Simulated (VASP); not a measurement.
# MgTi16 in VASP: single point with LDA

Aim: the single point of MgTi16 with LDA.

Everything below comes from runs of VASP 6.6.1. Logs are shortened: lines on timing, memory, paths and dates and some standing lists are left out, and cuts for length are marked.

## 1. The cell of the first run

The cell holds a slab with vacuum, 17 atoms: a = 5.728 Å, b = 5.728 Å, c = 22.241 Å, α = 90.00°, β = 90.00°, γ = 120.00°.

## 2. Single point, LDA

INCAR

```
SYSTEM = MgTi16
ALGO     = Normal         ! electronic algorithm
DIPOL    = 0.5 0.5 0.348
EDIFF    = 1E-7           ! SCF threshold, eV
ENCUT    = 520            ! plane-wave cutoff, eV
IDIPOL   = 3            
ISIF     = 2              ! what is computed and relaxed
ISMEAR   = 0              ! smearing method
LASPH    = .TRUE.         ! aspherical terms in the spheres
LCHARG   = .TRUE.         ! write CHGCAR
LDIPOL   = .TRUE.       
LELF     = .TRUE.         ! ELF
LREAL    = Auto         
LVACPOTAV= .TRUE.       
LVHAR    = .TRUE.       
LWAVE    = .FALSE.        ! write WAVECAR
NBANDS   = 111            ! bands
NELM     = 60             ! most SCF steps
PREC     = Accurate       ! precision mode
SIGMA    = 0.1            ! smearing width, eV
```

KPOINTS

```
k-points
0
G
  6 6 1
  0 0 0
```

POSCAR

```
MgTi16
1.0
    5.7282316820      0.0000000000      0.0000000000
   -2.8641158410      4.9607941554      0.0000000000
    0.0000000000      0.0000000000     22.2412389664
Ti Mg
16 1
Direct
    0.3333333333      0.1666666667      0.1798460961
    0.3333333333      0.6666666667      0.1798460961
    0.8333333333      0.1666666667      0.1798460961
    0.8333333333      0.6666666667      0.1798460961
    0.1666666667      0.3333333333      0.2818047811
    0.1666666667      0.8333333333      0.2818047811
    0.6666666667      0.3333333333      0.2818047811
    0.6666666667      0.8333333333      0.2818047811
    0.3333333333      0.1666666667      0.3878689228
    0.3333333333      0.6666666667      0.3878689228
    0.8333333333      0.1666666667      0.3878689228
    0.8333333333      0.6666666667      0.3878689228
    0.1666666667      0.3333333333      0.4829424738
    0.1666666667      0.8333333333      0.4829424738
    0.6666666667      0.3333333333      0.4829424738
    0.6666666667      0.8333333333      0.4829424738
    0.5000000000      0.5000000000      0.5885012926
```

Potentials or basis: VASP PAW LDA potentials, release 64 (Ti_sv, Mg).

Launch:

```bash
> cat potpaw_LDA.64/Ti_sv/POTCAR potpaw_LDA.64/Mg/POTCAR > POTCAR
> mpirun -np 1 vasp_std > vasp.out
```

OUTCAR:

```text
SYSTEM = MgTi16
   EDIFF = 1E-7
   ENCUT = 520
   ISIF = 2
   ISMEAR = 0
   LASPH = .TRUE.
   LREAL = Auto
   NELM = 60
   PREC = Accurate

 ion  position               nearest neighbor table
   1  0.333  0.167  0.180-   5 2.81   7 2.81   6 2.81   3 2.86   3 2.86   2 2.86   2 2.86   4 2.86
                             4 2.86
   2  0.333  0.667  0.180-   6 2.81   8 2.81   5 2.81   4 2.86   4 2.86   3 2.86   1 2.86   1 2.86
                             3 2.86
   3  0.833  0.167  0.180-   7 2.81   5 2.81   8 2.81   1 2.86   1 2.86   2 2.86   4 2.86   4 2.86
                             2 2.86
   4  0.833  0.667  0.180-   8 2.81   6 2.81   7 2.81   2 2.86   2 2.86   1 2.86   3 2.86   3 2.86
                             1 2.86
   5  0.167  0.333  0.282-   1 2.81   3 2.81   2 2.81   7 2.86   7 2.86   8 2.86   6 2.86   6 2.86
                             8 2.86   9 2.88  11 2.88  10 2.88
   6  0.167  0.833  0.282-   2 2.81   4 2.81   1 2.81   8 2.86   8 2.86   5 2.86   5 2.86   7 2.86
                             7 2.86  10 2.88  12 2.88   9 2.88
   7  0.667  0.333  0.282-   3 2.81   1 2.81   4 2.81   5 2.86   5 2.86   8 2.86   8 2.86   6 2.86
                             6 2.86  11 2.88   9 2.88  12 2.88
   8  0.667  0.833  0.282-   4 2.81   2 2.81   3 2.81   6 2.86   6 2.86   7 2.86   7 2.86   5 2.86
                             5 2.86  12 2.88  10 2.88  11 2.88
   9  0.333  0.167  0.388-  13 2.68  15 2.68  14 2.68  11 2.86  11 2.86  10 2.86  10 2.86  12 2.86
                            12 2.86   5 2.88   7 2.88   6 2.88
  10  0.333  0.667  0.388-  14 2.68  16 2.68  13 2.68  12 2.86  12 2.86  11 2.86   9 2.86   9 2.86
                            11 2.86   6 2.88   8 2.88   5 2.88
  11  0.833  0.167  0.388-  15 2.68  13 2.68  16 2.68   9 2.86   9 2.86  10 2.86  12 2.86  12 2.86
                            10 2.86   7 2.88   5 2.88   8 2.88
  12  0.833  0.667  0.388-  16 2.68  14 2.68  15 2.68  10 2.86  10 2.86   9 2.86  11 2.86  11 2.86
                             9 2.86   8 2.88   6 2.88   7 2.88
  13  0.167  0.333  0.483-   9 2.68  11 2.68  10 2.68  15 2.86  15 2.86  16 2.86  14 2.86  14 2.86
                            16 2.86  17 2.87
  14  0.167  0.833  0.483-  10 2.68  12 2.68   9 2.68  16 2.86  16 2.86  13 2.86  13 2.86  15 2.86
                            15 2.86
  15  0.667  0.333  0.483-  11 2.68   9 2.68  12 2.68  13 2.86  13 2.86  16 2.86  16 2.86  14 2.86
                            14 2.86  17 2.87
  16  0.667  0.833  0.483-  12 2.68  10 2.68  11 2.68  14 2.86  14 2.86  15 2.86  15 2.86  13 2.86
                            13 2.86  17 2.87
  17  0.500  0.500  0.589-  13 2.87  16 2.87  15 2.87

  LATTYP: Found a hexagonal cell.
 ALAT       =     5.7282316820
 C/A-ratio  =     3.8827408180

  Lattice vectors:

 A1 = (   5.7282316820,   0.0000000000,   0.0000000000)
 A2 = (  -2.8641158410,   4.9607941554,   0.0000000000)
 A3 = (   0.0000000000,   0.0000000000,  22.2412389664)

Analysis of symmetry for initial positions (statically):
=====================================================================
 Subroutine PRICEL returns:
 Original cell was already a primitive cell.

 Routine SETGRP: Setting up the symmetry group for a
 hexagonal supercell.

 Subroutine GETGRP returns: Found  6 space group operations
 (whereof  2 operations were pure point group operations)
 out of a pool of 24 trial point group operations.

The static configuration has the point symmetry C_1h.
 The point group associated with its full space group is C_3v.

Analysis of symmetry for dynamics (positions and initial velocities):
=====================================================================
 Subroutine PRICEL returns:
 Original cell was already a primitive cell.

 Routine SETGRP: Setting up the symmetry group for a
 hexagonal supercell.

 Subroutine GETGRP returns: Found  6 space group operations
 (whereof  2 operations were pure point group operations)
 out of a pool of 24 trial point group operations.

The dynamic configuration has the point symmetry C_1h.
 The point group associated with its full space group is C_3v.

 Subroutine INISYM returns: Found  6 space group operations
 (whereof  2 operations are pure point group operations),
 and found     1 'primitive' translations

----------------------------------------------------------------------------------------

                                     Primitive cell

  volume of cell :     632.0199

  direct lattice vectors                    reciprocal lattice vectors
     5.728231682  0.000000000  0.000000000     0.174573945  0.100790314  0.000000000
    -2.864115841  4.960794155  0.000000000     0.000000000  0.201580628  0.000000000
     0.000000000  0.000000000 22.241238966     0.000000000  0.000000000  0.044961524

  length of vectors
[... 56 lines left out ...]
  Length of vectors
     0.033596771  0.033596771  0.044961524

  Shift w.r.t. Gamma in fractional coordinates (k-lattice)
     0.000000000  0.000000000  0.000000000

 Subroutine IBZKPT returns following result:
 ===========================================

 Found      7 irreducible k-points:

 Following reciprocal coordinates:
            Coordinates               Weight
  0.000000  0.000000  0.000000      1.000000
  0.166667  0.000000  0.000000      6.000000
  0.333333 -0.000000  0.000000      6.000000
  0.500000  0.000000  0.000000      3.000000
  0.166667  0.166667  0.000000      6.000000
  0.333333  0.166667  0.000000     12.000000
  0.333333  0.333333  0.000000      2.000000
   k-points           NKPTS =      7   k-points in BZ     NKDIM =      7   number of bands    NBANDS=    111
   number of dos      NEDOS =    301   number of ions     NIONS =     17
   total plane-waves  NPLWV = 387072
   dimension x,y,z NGX =    48 NGY =   48 NGZ =  168
   dimension x,y,z NGXF=    96 NGYF=   96 NGZF=  336
   ions per type =              16   1
   NGX,Y,Z   is equivalent  to a cutoff of  13.93, 13.93, 12.56 a.u.
   NGXF,Y,Z  is equivalent  to a cutoff of  27.86, 27.86, 25.11 a.u.
 SYSTEM =  MgTi16
   PREC   = accura    normal or accurate (medium, high low for compatibility)
   ISTART =      0    job   : 0-new  1-cont  2-samecut
   ICHARG =      2    charge: 1-file 2-atom 10-const
   ISPIN  =      1    spin polarized calculation?
   LNONCOLLINEAR =      F non collinear calculations
   LSORBIT =      F    spin-orbit coupling
   LASPH  =      T    aspherical Exc in radial PAW
   ENCUT  =  520.0 eV  38.22 Ry    6.18 a.u.  10.65 10.65 41.35*2*pi/ulx,y,z
   NELM   =     60;   NELMIN=  2; NELMDL= -5     # of ELM steps
   EDIFF  = 0.1E-06   stopping-criterion for ELM
   LREAL  =      T    real-space projection
   EDIFFG = 0.1E-05   stopping-criterion for IOM
   NSW    =      0    number of steps for IOM
   IBRION =     -1    ionic relax: 0-MD 1-quasi-New 2-CG
   NFREE  =      0    steps in history (QN), initial steepest desc. (CG)
   ISIF   =      2    stress and relaxation
   ISYM   =      2    0-nonsym 1-usesym 2-fastsym
   POTIM  = 0.5000    time-step for ionic-motion
   TEBEG  =    0.0;   TEEND  =   0.0 temperature during run
   PSTRESS=    0.0 pullay stress
   NELECT =     194.0000    total number of electrons
   NUPDOWN=      -1.0000    fix difference up-down
   EMIN   =  10.00;   EMAX   =-10.00  energy-range for DOS
   EFERMI =   0.00;   METHOD = LEGACY
   ISMEAR =     0;   SIGMA  =   0.10  broadening in eV -4-tet -1-fermi 0-gaus
   EFERMI_NEDOS =   21; number of points for ismear=-14 and -15
   IALGO  =     38    algorithm
   IMIX   =      4    mixing-type and parameters
     AMIX     =   0.40;   BMIX     =  1.00
     AMIX_MAG =   1.60;   BMIX_MAG =  1.00
  volume/ion in A,a.u.               =      37.18       250.89
  Fermi-wavevector in a.u.,A,eV,Ry     =   1.104329  2.086879 16.592884  1.219543
  Thomas-Fermi vector in A             =   2.240800
   LORBIT       =      0    0 simple, 1 ext, 2 COOP (PROOUT), +10 PAW based schemes
   GGA     = CA    functional components
   LHFCALC =     F    Hartree Fock is set to
   AEXX    =    0.0000 exact exchange contribution
   IVDW    =     0    specifies the selected vdW correction
   LEPSILON=     F    determine dielectric tensor
   LRPA    =     F    only Hartree local field effects (RPA)
 non-spin polarized calculation
 Gauss-broadening in eV      SIGMA  =   0.10
  energy-cutoff  :      520.00
  volume of cell :      632.02
 maximum number of plane-waves:     17099
 NGX is ok and might be reduce to    48
   NGX = 21   NGY = 21   NGZ = 83

 dipolmoment           0.000000      0.000000      0.519360 electrons x Angstroem

 number of electron     194.0000051 magnetization

 dipolmoment           0.000000      0.000000     -0.250279 electrons x Angstroem

 Free energy of the ion-electron system (eV)
  ---------------------------------------------------
  ext. energy  EPLUGINS =         0.00000000
  ---------------------------------------------------
  free energy    TOTEN  =      -130.73204440 eV

  energy without entropy =     -130.58327782  energy(sigma->0) =     -130.65766111

 E-fermi :   1.5987     XC(G=0):  -6.3431

 val. band max:        1.5970889869   @ k =   0.3333  -0.0000   0.0000
 cond. band min:       1.6048913527   @ k =   0.3333  -0.0000   0.0000
 fundamental gap:      0.0078023658
 Fermi energy:         1.5986925503

 k-point     1 :       0.0000    0.0000    0.0000
  band No.  band energies     occupation
      1     -54.5489      2.00000
      2     -54.4996      2.00000
      3     -54.4389      2.00000
      4     -54.4389      2.00000
      5     -54.4366      2.00000
      6     -54.3901      2.00000
[... 773 lines left out ...]
    108       1.8853      0.00005
    109       2.0362      0.00000
 [bands above 109 left out]

------------------------ aborting loop because EDIFF is reached ----------------------------------------

  FORCE on cell =-STRESS in cart. coord.  units (eV):
  Direction    XX          YY          ZZ          XY          YZ          ZX
  --------------------------------------------------------------------------------------
  -------------------------------------------------------------------------------------
  Total       -7.1822935     -7.1822935     -4.1533079      0.0000000      0.0000000      0.0000000
  in kB      -18.2071921    -18.2071921    -10.5286807      0.0000000      0.0000000      0.0000000
  external PRESSURE =     -15.6476883 kB  Pullay stress =       0.0000000 kB

 VOLUME and BASIS-vectors are now :
 -----------------------------------------------------------------------------
  energy-cutoff  :      520.00
  volume of cell :      632.02
      direct lattice vectors                 reciprocal lattice vectors
     5.728231682  0.000000000  0.000000000     0.174573945  0.100790314  0.000000000
    -2.864115841  4.960794155  0.000000000     0.000000000  0.201580628  0.000000000
     0.000000000  0.000000000 22.241238966     0.000000000  0.000000000  0.044961524

 POSITION                                       TOTAL-FORCE (eV/Angst)
 -----------------------------------------------------------------------------------
      1.43206      0.82680      4.00000        -0.000000      0.010337      0.577596
     -0.00000      3.30720      4.00000         0.008952     -0.005168      0.577596
      4.29617      0.82680      4.00000        -0.000000      0.000000      0.560077
      2.86412      3.30720      4.00000        -0.008952     -0.005168      0.577596
      0.00000      1.65360      6.26769        -0.040391     -0.023320     -0.493432
     -1.43206      4.13400      6.26769        -0.000000      0.000000     -0.515618
[... 9 lines left out ...]
      1.43206      4.13400     10.74124        -0.000000     -0.070811      0.092795
      1.43206      2.48040     13.08900        -0.000000      0.000000     -0.046568
 -----------------------------------------------------------------------------------
    total drift:                                0.000000      0.000000     -0.067191

  FREE ENERGIE OF THE ION-ELECTRON SYSTEM (eV)
  ---------------------------------------------------
  free  energy   TOTEN  =      -130.7320443993 eV

  energy  without entropy=     -130.5832778166  energy(sigma->0) =     -130.65766111

 vacuum level on the upper side and lower side of the slab         4.725         6.321
```

Wall time 50 min (1 thread of Intel Xeon Platinum 8375C at 2.90GHz (Ice Lake), shared host); peak memory 0.76 GiB.

What came out:

```
Free energy            : -130.7320 eV
Largest force          : 0.809 eV/Å
Band gap on the k mesh : zero (bands 97 and 98 overlap by 0.93 eV)
```

Forces on the atoms (eV/Å):
```
Ti   0.000  0.010  0.578
Ti   0.009 -0.005  0.578
Ti   0.000  0.000  0.560
Ti  -0.009 -0.005  0.578
Ti  -0.040 -0.023 -0.493
Ti   0.000  0.000 -0.516
Ti   0.040 -0.023 -0.493
Ti   0.000  0.047 -0.493
Ti   0.000  0.049 -0.290
Ti   0.043 -0.025 -0.290
Ti   0.000  0.000 -0.468
Ti  -0.043 -0.025 -0.290
Ti   0.061  0.035  0.093
Ti   0.000  0.000  0.809
Ti  -0.061  0.035  0.093
Ti   0.000 -0.071  0.093
Mg   0.000  0.000 -0.047
```

Levels at points of the mesh, in eV from the Fermi level:
```
           k point  band 93  band 94  band 95  band 96  band 97  band 98  band 99  band 100
(0.00, 0.00, 0.00)     0.04     0.04     0.35     0.48     0.56     0.59     0.59      0.65
(0.50, 0.00, 0.00)    -0.49    -0.49    -0.32    -0.28    -0.28    -0.22    -0.05     -0.03
```
